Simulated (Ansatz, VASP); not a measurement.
Ti in VASP and in Ansatz

Contents of INCAR:

```
ALGO     = Normal         # electronic algorithm
EDIFF    = 1E-7           # SCF threshold, eV
EDIFFG   = -0.01          # ionic threshold
ENCUT    = 600            # plane-wave cutoff, eV
GGA      = RE             # functional
IBRION   = 2              # ionic algorithm
ISIF     = 3              # what is computed and relaxed
ISMEAR   = -1             # smearing method
LASPH    = True           # aspherical terms in the spheres
LCHARG   = False          # write CHGCAR
LREAL    = False          # projectors in reciprocal space
LWAVE    = False          # write WAVECAR
NELM     = 100            # most SCF steps
NSW      = 80             # ionic steps
PREC     = Accurate       # precision mode
SIGMA    = 0.1            # smearing width, eV
```

Contents of KPOINTS:

```
k-points
0
Gamma
  5 5 5
```

File POSCAR:

```
Ti
1.0
    5.2080934678      0.0000000000      0.0000000000
    0.0000000000      5.2080934678      0.0000000000
    0.0000000000      0.0000000000      5.2080934678
Ti
8
Direct
    0.0000000000      0.0000000000      0.0000000000
    0.5000000000      0.5000000000      0.5000000000
    0.2500000000      0.0000000000      0.5000000000
    0.7500000000      0.0000000000      0.5000000000
    0.5000000000      0.2500000000      0.0000000000
    0.5000000000      0.7500000000      0.0000000000
    0.0000000000      0.5000000000      0.2500000000
    0.0000000000      0.5000000000      0.7500000000
```

Input for Ansatz:

```yaml
crystal:
  lattice:
    - [5.2080934678, 0.0, 0.0]
    - [0.0, 5.2080934678, 0.0]
    - [0.0, 0.0, 5.2080934678]
  atoms:
    - { symbol: Ti, position: [0.0, 0.0, 0.0] }
    - { symbol: Ti, position: [0.5, 0.5, 0.5] }
    - { symbol: Ti, position: [0.25, 0.0, 0.5] }
    - { symbol: Ti, position: [0.75, 0.0, 0.5] }
    - { symbol: Ti, position: [0.5, 0.25, 0.0] }
    - { symbol: Ti, position: [0.5, 0.75, 0.0] }
    - { symbol: Ti, position: [0.0, 0.5, 0.25] }
    - { symbol: Ti, position: [0.0, 0.5, 0.75] }
hamiltonian:
  xc: revpbe
  pseudopotentials:
    kind: paw
    azcp:
      Ti: "pseudopotentials/Ti.paw.azcp"
basis:
  ecutwfc: 420
  fft_grid_basis: typed
kpoints:
  mp_grid: { grid: [5, 5, 5], shift: [0, 0, 0] }
magnetization:
  spin_polarized: false
scf:
  occupations: { method: fermi_dirac, width: 0.1 }
relax:
  max_steps: 60
  f_tol: 0.01
  cell: {}
output:
  write_density: true
  write_potential: true
  elf: true
  volumetric_format: npy
```

Alike in both runs: task relaxation of cell and atoms; functional revPBE; k mesh 5 × 5 × 5; occupations fermi-dirac, width 0.1 eV; no spin polarisation.

```csv
,VASP,Ansatz
version,VASP 6.6.1,Ansatz 0.2.0
potentials or method,"VASP PAW PBE potentials, release 64 (Ti_sv), cutoff 600 eV","plane waves (420 eV) with PAW, scalar-relativistic"
valence electrons in the cell,96,96
```

Ansatz gave:

```
relaxed volume (Å³/atom)                                     : 17.94
relaxed cell length with the largest relative difference (Å) : 5.236
```

**Question.** Estimate VASP's values.

**Answer.** Relaxed volume (Å³/atom): 17.89; relaxed cell length with the largest relative difference (Å): 5.231.

VASP's potentials were made for PBE, not for revPBE.
